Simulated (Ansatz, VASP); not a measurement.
## Cu: VASP beside Ansatz

File INCAR:

```
PREC = Accurate
ENCUT = 520
EDIFF = 1E-6
ISMEAR = 0
SIGMA = 0.15
LREAL = F
LASPH = T
NELM = 60
ALGO = Fast
ISIF = 2
LWAVE = F
LCHARG = T
GGA = PE
LELF = T
LVHAR = T
NBANDS = 18
```

File KPOINTS:

```
Automatic mesh
0
Gamma
  18 18 18
```

The input POSCAR:

```
Cu
1.0
    1.1890956427     -3.8696505880      0.0000000000
    1.1890956427      3.8696505880      0.0000000000
    0.0000000000      0.0000000000      2.5142119659
Cu
2
Direct
    0.0210080975      0.7529377565      0.2500000000
    0.9789919025      0.2470622435      0.7500000000
```

Input for Ansatz:

```yaml
crystal:
  lattice:
    - [1.1890956427, -3.869650588, 0.0]
    - [1.1890956427, 3.869650588, 0.0]
    - [0.0, 0.0, 2.5142119659]
  atoms:
    - { symbol: Cu, position: [0.0210080975, 0.7529377565, 0.25] }
    - { symbol: Cu, position: [0.9789919025, 0.2470622435, 0.75] }
basis:
  ecutwfc: 520.0
kpoints:
  mp_grid: { grid: [18, 18, 18] }
hamiltonian:
  xc: pbe
  pseudopotentials: { kind: paw, azcp: { folder: soft_1 } }
scf:
  occupations: { method: gaussian, width: 0.15 }
output:
  forces: true
  stress: true
  eigenvalues: true
```

Change from the starting cell: mode 4 frozen in at -0.280 Å, equal normal strain along x and y -0.0400.

Alike in both runs: task single point; functional PBE; k mesh 18 × 18 × 18; occupations gaussian, width 0.15 eV; no spin polarisation.

|  | VASP | Ansatz |
| --- | --- | --- |
| version | VASP 6.6.1 | Ansatz 0.2.0 |
| potentials or method | VASP PAW PBE potentials, release 64 (Cu), cutoff 520 eV | scalar-relativistic, plane waves, PAW |
| valence electrons in the cell | 22 | 38 |

VASP gave:

* gap on the k mesh at the Fermi level (eV): none
* pressure (GPa): 16.3
* traceless stress, the component that is largest in VASP (GPa): 13.70
* rms of the force components (eV/Å): 0.848

**Question.** Estimate Ansatz's values.

**Answer.** gap on the k mesh at the Fermi level (eV): none; pressure (GPa): 15.8; traceless stress, the component that is largest in VASP (GPa): 13.69; rms of the force components (eV/Å): 0.843.

Atom by atom the forces differ by 0.005 eV/Å (rms over components). A gap of «none» marks a metal or a gap that the smearing closes. VASP's potentials hold 22 valence electrons a cell and Ansatz's 38, so a difference there can come from the potentials and not from the codes.
